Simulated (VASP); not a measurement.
Write the native input for VASP 6.6.1 that does the following.

```yaml
Task: single point
Functional: PBE
Potentials_or_basis: VASP PAW PBE potentials, release 64 (As)
Cutoff: 500 eV
k_mesh: 7 × 7 × 7
Occupations: fermi-dirac, width 0.1 eV
Spin: no spin polarisation
Dipole_correction: no
Further_INCAR_settings: ALGO = Normal; EDIFF = 1e-06; NBANDS = 12
```

The structure of As lies in POSCAR:

```
As
1.0
    1.9071156995      1.1010737625      3.5761562663
   -1.9071156995      1.1010737625      3.5761562663
    0.0000000000     -2.2021475250      3.5761562663
As
2
Direct
    0.7735112182      0.7735112193      0.7735112182
    0.2264887818      0.2264887807      0.2264887818
```

The input as run:

INCAR

```
SYSTEM = As
PREC = Accurate
ENCUT = 500
EDIFF = 1E-6
ISMEAR = -1
SIGMA = 0.1
LREAL = .FALSE.
LASPH = .TRUE.
NELM = 120
ALGO = Normal
ISIF = 2
LWAVE = .FALSE.
LCHARG = .FALSE.
GGA = PE
NBANDS = 12
GGA_COMPAT = .FALSE.
```

KPOINTS

```
regular mesh
0
G
  7 7 7
  0 0 0
```

Potentials or basis: VASP PAW PBE potentials, release 64 (As).

Run with:

```sh
$ cat potpaw_PBE.64/As/POTCAR > POTCAR
$ mpirun -np 1 vasp_std > vasp.out
```

Results of the run:

```json
{
  "Pressure": "0.2 GPa",
  "Largest force": "0.045 eV/Å",
  "Band gap on the k mesh": "zero (bands 5 and 6 overlap by 0.05 eV)"
}
```

It took 15 s on 1 thread of Intel(R) Xeon(R) Platinum 8259CL CPU @ 2.50GHz (Skylake/Cascade Lake) (shared host), peak memory 0.17 GiB.
